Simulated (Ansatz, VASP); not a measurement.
# KF in VASP and in Ansatz

```
K F
1.0
     0.00000    2.60666    2.74034
     2.60666    0.00000    2.74034
     2.60666    2.60666    0.00000
K F
1 1
Direct
  0.00000 0.00000 0.00000
  0.50000 0.50000 0.50000
```

Change from the starting cell: strain -0.025 along x and y, +0.025 along z, atoms carried along.

Alike in both runs: task single point; functional PBE; k mesh 8 × 8 × 8; occupations gaussian, width 0.05 eV; no spin polarisation.

|  | VASP | Ansatz |
| --- | --- | --- |
| version | VASP 6.6.1 | Ansatz 0.2.0 |
| potentials or method | VASP PAW PBE potentials, release 64 (K_sv, F), cutoff 520 eV | scalar-relativistic, plane waves, PAW |
| valence electrons in the cell | 16 | 16 |

|  | VASP | Ansatz | Ansatz less VASP |
| --- | --- | --- | --- |
| gap on the k mesh at the Fermi level (eV) | 6.25 | 6.27 | +0.018 |
| least direct gap on the mesh (eV) | 6.25 | 6.27 | +0.018 |
| pressure (GPa) | 2.6 | 2.5 | -0.07 |
| traceless stress, the component that is largest in VASP (GPa) | -2.09 | -2.02 | +0.079 |
